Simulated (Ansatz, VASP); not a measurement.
Ta3H: VASP beside Ansatz

The input INCAR:

```
ALGO = Normal
DIPOL = 0.5 0.5 0.344
EDIFF = 1E-6
ENCUT = 520
GGA = CA
IDIPOL = 3
ISIF = 2
ISMEAR = 0
LASPH = True
LCHARG = True
LDIPOL = True
LELF = True
LREAL = False
LVACPOTAV = True
LVHAR = True
LWAVE = False
NBANDS = 44
NELM = 100
PREC = Accurate
SIGMA = 0.1
```

File KPOINTS:

```
k-points
0
Gamma
  6 6 1
```

The input POSCAR:

```
Ta3H
1.0
    4.6002247492      0.0000000000      0.0000000000
   -2.3001123746      3.9839114959      0.0000000000
    0.0000000000      0.0000000000     22.4017722044
Ta H
6 2
Direct
    0.6666666667      0.3333333333      0.1785573018
    0.3333333333      0.6666666667      0.2204743848
    0.0000000000      0.0000000000      0.2623914678
    0.6666666667      0.3333333333      0.3016814391
    0.3333333333      0.6666666667      0.3385386112
    0.0000000000      0.0000000000      0.3750494438
    0.2334469093      0.6666666667      0.5357510154
    0.4332197574      0.6666666667      0.5357510154
```

Input for Ansatz:

```yaml
crystal:
  lattice:
    - [4.6002247492, 0.0, 0.0]
    - [-2.3001123746, 3.9839114959, 0.0]
    - [0.0, 0.0, 22.4017722044]
  atoms:
    - { symbol: Ta, position: [0.6666666667, 0.3333333333, 0.1785573018] }
    - { symbol: Ta, position: [0.3333333333, 0.6666666667, 0.2204743848] }
    - { symbol: Ta, position: [0.0, 0.0, 0.2623914678] }
    - { symbol: Ta, position: [0.6666666667, 0.3333333333, 0.3016814391] }
    - { symbol: Ta, position: [0.3333333333, 0.6666666667, 0.3385386112] }
    - { symbol: Ta, position: [0.0, 0.0, 0.3750494438] }
    - { symbol: H, position: [0.2334469093, 0.6666666667, 0.5357510154] }
    - { symbol: H, position: [0.4332197574, 0.6666666667, 0.5357510154] }
basis:
  ecutwfc: 420
kpoints:
  mp_grid: { grid: [6, 6, 1] }
hamiltonian:
  xc: lda
  pseudopotentials: { kind: paw, azcp: { folder: soft_1 } }
scf:
  occupations: { method: gaussian, width: 0.1 }
output:
  forces: true
  eigenvalues: true
efield:
  axis: 3
  dipole_correction: true
  ramp_width: 0.04
```

Alike in both runs: task single point; functional LDA; k mesh 6 × 6 × 1; occupations gaussian, width 0.1 eV; no spin polarisation.

```csv
,VASP,Ansatz
version,VASP 6.6.1,Ansatz 0.2.0
potentials or method,"VASP PAW LDA potentials, release 64 (Ta_pv, H), cutoff 520 eV","scalar-relativistic, plane waves, PAW"
valence electrons in the cell,68,80
```

|  | VASP | Ansatz | Ansatz less VASP |
| --- | --- | --- | --- |
| rms of the force components (eV/Å) | 1.075 | 1.080 | +0.0043 |

Ansatz warns that its potentials were made for another functional, while VASP's fit it. LDA's correlation is that of Perdew and Zunger in VASP and of Perdew and Wang (1992) in Ansatz. Atom by atom the forces differ by 0.026 eV/Å (rms over components). VASP's potentials hold 68 valence electrons a cell and Ansatz's 80, so a difference there can come from the potentials and not from the codes. Ansatz's warnings: vacuum below fermi.

Spin-orbit coupling is off throughout.
